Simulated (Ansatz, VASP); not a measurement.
MgS: VASP beside Ansatz

Contents of INCAR:

```
AGGAC    = 1.0          
AGGAX    = 1.0          
ALDAC    = 0.0          
ALDAX    = 1.0          
ALGO     = Normal         # electronic algorithm
EDIFF    = 1E-6           # SCF threshold, eV
EDIFFG   = -0.005         # ionic threshold
ENCUT    = 600            # plane-wave cutoff, eV
GGA      = B5             # functional
IBRION   = 2              # ionic algorithm
ISIF     = 3              # what is computed and relaxed
ISMEAR   = 0              # smearing method
IVDW     = 12             # dispersion correction
LASPH    = T              # aspherical terms in the spheres
LCHARG   = F              # write CHGCAR
LREAL    = F              # projectors in reciprocal space
LWAVE    = F              # write WAVECAR
NELM     = 80             # most SCF steps
NSW      = 50             # ionic steps
PREC     = Accurate       # precision mode
SIGMA    = 0.01           # smearing width, eV
VDW_A1   = 0.4298       
VDW_A2   = 4.2359       
VDW_S6   = 1.0          
VDW_S8   = 2.6996
```

Contents of KPOINTS:

```
k-points
0
Gamma
  5 5 3
```

File POSCAR:

```
MgS
1.0
    4.0346200000      0.0000000000      0.0000000000
   -2.0173100000      3.4940900000      0.0000000000
    0.0000000000      0.0000000000      6.4322900000
Mg S
2 2
Direct
    0.6666666667      0.3333333333      0.4957500000
    0.3333333333      0.6666666667      0.9957500000
    0.3333333333      0.6666666667      0.3792400000
    0.6666666667      0.3333333333      0.8792400000
```

Input for Ansatz:

```yaml
crystal:
  lattice:
    - [4.03462, 0.0, 0.0]
    - [-2.01731, 3.49409, 0.0]
    - [0.0, 0.0, 6.43229]
  atoms:
    - { symbol: Mg, position: [0.6666666666666666, 0.3333333333333333, 0.49575] }
    - { symbol: Mg, position: [0.3333333333333333, 0.6666666666666666, 0.99575] }
    - { symbol: S, position: [0.3333333333333333, 0.6666666666666666, 0.37923999999999997] }
    - { symbol: S, position: [0.6666666666666666, 0.3333333333333333, 0.87924] }
basis:
  ecutwfc: 470.0
kpoints:
  mp_grid:
    grid: [5, 5, 3]
hamiltonian:
  xc: blyp
  dispersion: d3bj
scf:
  occupations:
    method: fixed
relax:
  f_tol: 0.005
  max_steps: 30
  cell: {}
```

Alike in both runs: task relaxation of cell and atoms; functional BLYP; dispersion D3(BJ); k mesh 5 × 5 × 3; no spin polarisation.

|  | VASP | Ansatz |
| --- | --- | --- |
| version | VASP 6.6.1 | Ansatz 0.2.0 |
| potentials or method | VASP PAW PBE potentials, release 64 (Mg, S), cutoff 600 eV | plane waves, PAW |
| occupations | gaussian, width 0.01 eV | fixed |
| valence electrons in the cell | 16 | 32 |

Ansatz gave:

| Item | Value |
| --- | --- |
| relaxed volume (Å³/atom) | 21.79 |
| relaxed cell length with the largest relative difference (Å) | 6.386 |

Q: Which values does VASP return?

A: Relaxed volume (Å³/atom): 21.78; relaxed cell length with the largest relative difference (Å): 6.382.

VASP's potentials were made for PBE, not for BLYP. VASP's potentials hold 16 valence electrons a cell and Ansatz's 32, so a difference there can come from the potentials and not from the codes.
